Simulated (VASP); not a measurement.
SnTe2:

```xyz
6
Lattice="6.8745 0.0000 0.0000 0.0000 6.8745 0.0000 0.0000 0.0000 4.5372" Properties=species:S:1:pos:R:3 pbc="T T T"
Sn    0.0000    0.0000    0.0000
Sn    3.4372    3.4372    2.2686
Te    2.0967    2.0967    0.0000
Te    1.3405    5.5340    2.2686
Te    5.5340    1.3405    2.2686
Te    4.7778    4.7778    0.0000
```

- Program: VASP 6.6.1
- Task: relaxation of cell and atoms
- Functional: PBE
- Potentials or basis: VASP PAW PBE potentials, release 64 (Sn_d, Te)
- Cutoff: 600 eV
- k mesh: 4 × 4 × 6
- Occupations: fermi-dirac, width 0.02 eV
- Spin: no spin polarisation

At the start: pressure 1.0 GPa; volume 35.74 Å³/atom.

Where does the relaxation end?

Over 12 steps the energy falls by 3.9 meV/atom and the volume is 36.59 Å³/atom (+2.4 %); space group P4_2/mnm (No. 136, to 0.1 Å) before and after.

Step by step:
```csv
step,energy change (eV),largest force (eV/Å),pressure (GPa),volume (Å³)
1,0.0000,0.1106,0.97,214.42
2,-0.0160,0.0217,-0.26,221.19
3,-0.0170,0.0381,-0.02,219.83
4,-0.0182,0.0381,-0.03,219.85
5,-0.0208,0.0375,-0.03,219.89
6,-0.0223,0.0467,-0.01,219.92
7,-0.0231,0.0026,-0.01,219.72
8,-0.0231,0.0021,-0.02,219.72
9,-0.0232,0.0020,0.04,219.32
10,-0.0232,0.0020,0.03,219.35
11,-0.0232,0.0064,-0.04,219.71
12,-0.0232,0.0024,0.01,219.54
```

Final structure:
```
Sn Te
1.0
     7.00512    0.00000    0.00000
     0.00000    7.00512    0.00000
     0.00000    0.00000    4.47390
Sn Te
2 4
Cartesian
  0.0000 0.0000 0.0000
  3.5026 3.5026 2.2370
  2.1139 2.1139 0.0000
  1.3887 5.6164 2.2370
  5.6164 1.3887 2.2370
  4.8913 4.8913 0.0000
```

Caveat: the structure was generated, so it needn't be the stable form of SnTe2.
